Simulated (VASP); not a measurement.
Write the native input for VASP 6.6.1 that does the following.

* Task: single point
* Functional: PBE
* Potentials or basis: VASP PAW PBE potentials, release 64 (Be, Zn, Te)
* Cutoff: 520 eV
* k mesh: 4 × 4 × 4
* Occupations: gaussian, width 0.1 eV
* Spin: no spin polarisation
* Dipole correction: no
* Further INCAR settings: ALGO = Normal; EDIFF = 1e-06; NBANDS = 41

The structure of BeZn3Te4 lies in POSCAR:

```
BeZn3Te4
1.0
   -3.0250219000      3.0250219000      6.0379288000
    3.0250219000     -3.0250219000      6.0379288000
    3.0250219000      3.0250219000     -6.0379288000
Be Zn Te
1 3 4
Direct
    0.5000000000      0.5000000000      0.0000000000
    0.0000000000      0.0000000000      0.0000000000
    0.2500000000      0.7500000000      0.5000000000
    0.7500000000      0.2500000000      0.5000000000
    0.8544870000      0.8544870000      0.4707150000
    0.3837720000      0.3837720000      0.5292850000
    0.1455130000      0.6162280000      0.0000000000
    0.6162280000      0.1455130000      0.0000000000
```

These files were run (other wordings do the same):

INCAR

```
SYSTEM = BeZn3Te4
  PREC = Accurate
  ENCUT = 520
  EDIFF = 1E-6
  ISMEAR = 0
  SIGMA = 0.1
  LREAL = .False.
  LASPH = .True.
  NELM = 60
  ALGO = Normal
  ISIF = 2
  LWAVE = .False.
  LCHARG = .True.
  GGA = PE
  LELF = .True.
  LVHAR = .True.
  NBANDS = 41
```

KPOINTS

```
Automatic mesh
0
Gamma
  4 4 4
  0 0 0
```

Potentials or basis: VASP PAW PBE potentials, release 64 (Be, Zn, Te).

Command:

```console
$ cat potpaw_PBE.64/Be/POTCAR potpaw_PBE.64/Zn/POTCAR potpaw_PBE.64/Te/POTCAR > POTCAR
$ mpirun -np 1 vasp_std > vasp.out
```

It gave:

```yaml
Pressure: 0.1 GPa
Largest_force: 0.008 eV/Å
Band_gap_on_the_k_mesh: 1.61 eV
```

Caveat: spin-orbit coupling is left out, which moves the levels of the heavy elements.

It took 4.5 min on 1 thread of Intel Xeon 8259CL, on a shared host, peak memory 0.45 GiB.
